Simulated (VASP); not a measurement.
Write the native input for VASP 6.6.1 that does the following.

```
Task                   : single point
Functional             : PBE
Potentials or basis    : VASP PAW PBE potentials, release 64 (Na_pv)
Cutoff                 : 520 eV
k mesh                 : 13 × 13 × 12
Occupations            : fermi-dirac, width 0.08 eV
Spin                   : no spin polarisation
Dipole correction      : no
Further INCAR settings : ALGO = Normal; EDIFF = 1e-07; NBANDS = 10
```

The structure of Na lies in POSCAR:

```
Na
1.0
    3.5579769857      0.0000000000      0.0000000000
   -1.7789884928      3.0812984557      0.0000000000
    0.0000000000      0.0000000000      3.3315474200
Na
1
Direct
    0.0000000000      0.0000000000      0.0000000000
```

These files were run (other wordings do the same):

INCAR

```
SYSTEM = Na
PREC = Accurate
ENCUT = 520
EDIFF = 1E-7
ISMEAR = -1
SIGMA = 0.08
LREAL = .FALSE.
LASPH = .TRUE.
NELM = 80
ALGO = Normal
ISIF = 2
LWAVE = .FALSE.
LCHARG = .TRUE.
GGA = PE
LELF = .TRUE.
LVHAR = .TRUE.
NBANDS = 10
```

KPOINTS

```
Automatic mesh
0
G
  13 13 12
  0 0 0
```

Potentials or basis: VASP PAW PBE potentials, release 64 (Na_pv).

Command:

```console
$ cat potpaw_PBE.64/Na_pv/POTCAR > POTCAR
$ mpirun -np 1 vasp_std > vasp.out
```

It gave:

| Item | Value |
| --- | --- |
| Pressure | 0.4 GPa |

Wall time 41 s on 1 thread of Intel(R) Xeon(R) Platinum 8375C CPU @ 2.90GHz (Ice Lake), on a shared host, peak memory 0.17 GiB.
